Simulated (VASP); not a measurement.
# Ti (Im-3m) in VASP: notebook, part 3 of 3

VASP 6.6.1. Earlier steps stand in the parts before.

**6. Relaxation of cell and atoms, PBEsol, target pressure 8 GPa, at which the enthalpy is minimised**

The input, INCAR:

```
PREC = Accurate
ENCUT = 600
EDIFF = 1E-6
ISMEAR = -1
SIGMA = 0.15
LREAL = False
LASPH = True
NELM = 60
ALGO = Normal
ISIF = 3
LWAVE = False
LCHARG = False
GGA = PS
IBRION = 2
NSW = 80
EDIFFG = -0.01
PSTRESS = 80.0
```

The input, KPOINTS:

```
Automatic mesh
0
Gamma
  14 14 14
```

The input, POSCAR:

```
Ti
1.0
   -1.6410000000      1.6410000000      1.6410000000
    1.6410000000     -1.6410000000      1.6410000000
    1.6410000000      1.6410000000     -1.6410000000
Ti
1
Direct
    0.0000000000      0.0000000000      0.0000000000
```

Potentials or basis: VASP PAW PBE potentials, release 64 (Ti_sv).

The run is started by

```sh
$ cat potpaw_PBE.64/Ti_sv/POTCAR > POTCAR
$ mpirun -np 1 vasp_std > vasp.out
```

OUTCAR:

```text
PREC = Accurate
   ENCUT = 600
   EDIFF = 1E-6
   ISMEAR = -1
   LREAL = False
   LASPH = True
   NELM = 60
   ISIF = 3
   GGA = PS
   IBRION = 2
   NSW = 80
   EDIFFG = -0.01
   PSTRESS = 80.0

 ion  position               nearest neighbor table
   1  0.000  0.000  0.000-

  LATTYP: Found a body centered cubic cell.
 ALAT       =     3.2820000000

  Lattice vectors:

 A1 = (  -1.6410000000,   1.6410000000,   1.6410000000)
 A2 = (   1.6410000000,  -1.6410000000,   1.6410000000)
 A3 = (   1.6410000000,   1.6410000000,  -1.6410000000)

Analysis of symmetry for initial positions (statically):
=====================================================================
 Subroutine PRICEL returns:
 Original cell was already a primitive cell.

 Routine SETGRP: Setting up the symmetry group for a
 body centered cubic supercell.

 Subroutine GETGRP returns: Found 48 space group operations
 (whereof 48 operations were pure point group operations)
 out of a pool of 48 trial point group operations.

The static configuration has the point symmetry O_h .

Analysis of symmetry for dynamics (positions and initial velocities):
=====================================================================
 Subroutine PRICEL returns:
 Original cell was already a primitive cell.

 Routine SETGRP: Setting up the symmetry group for a
 body centered cubic supercell.

 Subroutine GETGRP returns: Found 48 space group operations
 (whereof 48 operations were pure point group operations)
 out of a pool of 48 trial point group operations.

The dynamic configuration has the point symmetry O_h .

 Subroutine INISYM returns: Found 48 space group operations
 (whereof 48 operations are pure point group operations),
 and found     1 'primitive' translations

----------------------------------------------------------------------------------------

                                     Primitive cell

[... 112 lines left out ...]
   LORBIT       =      0    0 simple, 1 ext, 2 COOP (PROOUT), +10 PAW based schemes
   GGA     = PS    functional components
   LHFCALC =     F    Hartree Fock is set to
   AEXX    =    0.0000 exact exchange contribution
   IVDW    =     0    specifies the selected vdW correction
   LEPSILON=     F    determine dielectric tensor
   LRPA    =     F    only Hartree local field effects (RPA)
 conjugate gradient relaxation of ions
 non-spin polarized calculation
  energy-cutoff  :      600.00
  volume of cell :       17.68
 maximum number of plane-waves:       603
   NGX = 11   NGY = 11   NGZ = 11

--------------------------------------- Ionic step        1  -------------------------------------------

 number of electron      12.0000001 magnetization

 Free energy of the ion-electron system (eV)
  ---------------------------------------------------
  ext. energy  EPLUGINS =         0.00000000
  ---------------------------------------------------
  free energy    TOTEN  =        -8.29637728 eV

  energy without entropy =       -8.12513703  energy(sigma->0) =       -8.21075716

------------------------ aborting loop because EDIFF is reached ----------------------------------------

  FORCE on cell =-STRESS in cart. coord.  units (eV):
  Direction    XX          YY          ZZ          XY          YZ          ZX
  --------------------------------------------------------------------------------------
  -------------------------------------------------------------------------------------
  Total       -0.6524759     -0.6524759     -0.6524759      0.0000000     -0.0000000      0.0000000
  in kB      -59.1410930    -59.1410930    -59.1410930      0.0000000     -0.0000000      0.0000000
  external PRESSURE =    -139.1410930 kB  Pullay stress =      80.0000000 kB
[... 24 lines left out ...]
--------------------------------------- Ionic step        2  -------------------------------------------

 number of electron      12.0000003 magnetization

 E-fermi :  10.3535     XC(G=0): -12.6876

 val. band max:       10.3481988537   @ k =   0.2857   0.2143   0.0714
 cond. band min:      10.3761877131   @ k =   0.2143   0.2143   0.0000
 fundamental gap:      0.0279888595
 Fermi energy:        10.3534535854

 k-point     1 :       0.0000    0.0000    0.0000
  band No.  band energies     occupation
      1     -45.5785      2.00000
      2     -21.1664      2.00000
      3     -21.1664      2.00000
      4     -21.1664      2.00000
      5       4.0338      2.00000
      6      11.5078      0.00091
      7      11.5078      0.00091
      8      11.5078      0.00091
      9      13.7997      0.00000
     10      13.7997      0.00000
[... 409 lines left out ...]
--------------------------------------- Ionic step        5  -------------------------------------------

 number of electron      12.0000001 magnetization

 Free energy of the ion-electron system (eV)
  ---------------------------------------------------
  ext. energy  EPLUGINS =         0.00000000
  ---------------------------------------------------
  free energy    TOTEN  =        -8.29168783 eV

  energy without entropy =       -8.14410963  energy(sigma->0) =       -8.21789873

 E-fermi :   9.1191     XC(G=0): -12.1559

 val. band max:        9.1132891136   @ k =  -0.3571  -0.4286   0.1429
 cond. band min:       9.1355768527   @ k =   0.2857   0.1429   0.0714
 fundamental gap:      0.0222877391
 Fermi energy:         9.1191314085

 k-point     1 :       0.0000    0.0000    0.0000
  band No.  band energies     occupation
      1     -46.9705      2.00000
      2     -22.7690      2.00000
      3     -22.7690      2.00000
      4     -22.7690      2.00000
      5       2.9543      2.00000
      6      10.1985      0.00150
      7      10.1985      0.00150
      8      10.1985      0.00150
      9      12.2213      0.00000
     10      12.2213      0.00000
[... 331 lines left out ...]
  energy  without entropy=       -8.1441096347  energy(sigma->0) =       -8.21789873

  enthalpy is  TOTEN    =        -7.5131708938 eV   P V=        0.7785169354

 reached required accuracy - stopping structural energy minimisation
```

OSZICAR:

```text
N       E                     dE             d eps       ncg     rms          rms(c)
DAV:   1     0.805333423362E+02    0.80533E+02   -0.74095E+03  2080   0.158E+03
DAV:   2    -0.521550461212E+01   -0.85749E+02   -0.84503E+02  2130   0.326E+02
[... 47 lines left out ...]
DAV:   1    -0.829206278708E+01   -0.14956E-02   -0.86357E-03  2106   0.147E+00    0.176E-01
DAV:   2    -0.829168143646E+01    0.38135E-03   -0.13624E-03  2268   0.533E-01    0.363E-02
DAV:   3    -0.829167221297E+01    0.92235E-05   -0.12705E-04  2762   0.946E-02    0.121E-02
DAV:   4    -0.829168061871E+01   -0.84057E-05   -0.19708E-05  2888   0.292E-02    0.794E-03
DAV:   5    -0.829168757671E+01   -0.69580E-05   -0.16338E-05  2832   0.220E-02    0.479E-03
DAV:   6    -0.829168782918E+01   -0.25246E-06   -0.60041E-07  1264   0.835E-03
   5 F= -.75131709E+01 E0= -.74393818E+01  d E =-.524062E-05
```

Wall time 26 s (1 thread of Intel Xeon 6975P-C (Granite Rapids), shared host); peak memory 0.16 GiB.

What came out:

```
Free energy                                                : -8.2917 eV
Relaxed volume                                             : 15.59 Å³/atom
Relaxed cell                                               : a = 2.726 Å, b = 2.726 Å, c = 2.726 Å, α = 109.47°, β = 109.47°, γ = 109.47°
Space group after relaxing (to 0.1 Å)                      : Im-3m (No. 229)
Energy change on relaxing (the run minimises the enthalpy) : +4.7 meV/atom
Ionic steps                                                : 5
Pressure after relaxing                                    : 8.0 GPa
Band gap on the k mesh                                     : zero (bands 6 and 7 overlap by 1.82 eV)
```

The path:
| step | energy change (eV) | largest force (eV/Å) | pressure (GPa) | volume (Å³) |
| --- | --- | --- | --- | --- |
| 1 | 0.0000 | 0.0000 | -5.91 | 17.68 |
| 2 | 0.1570 | 0.0000 | 24.45 | 14.03 |
| 3 | 0.0038 | 0.0000 | 7.79 | 15.61 |
| 4 | 0.0058 | 0.0000 | 8.11 | 15.57 |
| 5 | 0.0047 | 0.0000 | 8.00 | 15.59 |

Final structure:
```cif
data_structure
_symmetry_space_group_name_H-M 'P 1'
_symmetry_Int_Tables_number 1
_cell_length_a 2.7259
_cell_length_b 2.7259
_cell_length_c 2.7259
_cell_angle_alpha 109.471
_cell_angle_beta 109.471
_cell_angle_gamma 109.471
_cell_volume 15.59
loop_
_atom_site_label
_atom_site_type_symbol
_atom_site_fract_x
_atom_site_fract_y
_atom_site_fract_z
_atom_site_occupancy
Ti1 Ti 0.00000 0.00000 0.00000 1
```

Levels at points of the mesh, in eV from the Fermi level:
| k point | band 3 | band 4 | band 5 | band 6 | band 7 | band 8 | band 9 | band 10 |
| --- | --- | --- | --- | --- | --- | --- | --- | --- |
| (0.00, 0.00, 0.00) | -31.89 | -31.89 | -6.16 | 1.08 | 1.08 | 1.08 | 3.10 | 3.10 |
| (0.50, 0.00, 0.00) | -32.18 | -31.90 | -2.74 | -0.53 | 1.53 | 3.11 | 3.52 | 4.91 |
| (0.50, 0.50, 0.50) | -32.54 | -32.54 | -2.49 | -2.49 | 4.50 | 4.50 | 4.50 | 9.29 |

Caveat: the cell is relaxed towards a set pressure, so the run minimises the enthalpy, not the energy; the PAW data sets were made with another functional, which shifts forces and pressure a little.

**7. Summary**

```tsv
cell	gap on the mesh (eV)	pressure (GPa)
relaxed	none	0.0
relaxed to 2 GPa	none	2.0
relaxed to 4 GPa	none	3.9
relaxed to 6 GPa	none	5.9
relaxed to 8 GPa	none	8.0
```

Alike in all rows: task relaxation of cell and atoms; level PBEsol; potentials or basis VASP PAW PBE potentials, release 64 (Ti_sv); no spin polarisation; k mesh 14 × 14 × 14; cutoff (eV) 600; smearing fermi-dirac 0.15 eV.

Caveats: the PAW data sets were made with another functional, which shifts forces and pressure a little; the cell is relaxed towards a set pressure, so the run minimises the enthalpy, not the energy (at least some runs).

Total energies depend on the potentials used, so only differences within one code and one set of settings carry meaning.

The gap in the log of VASP goes by the Fermi energy; the results here count the filled bands.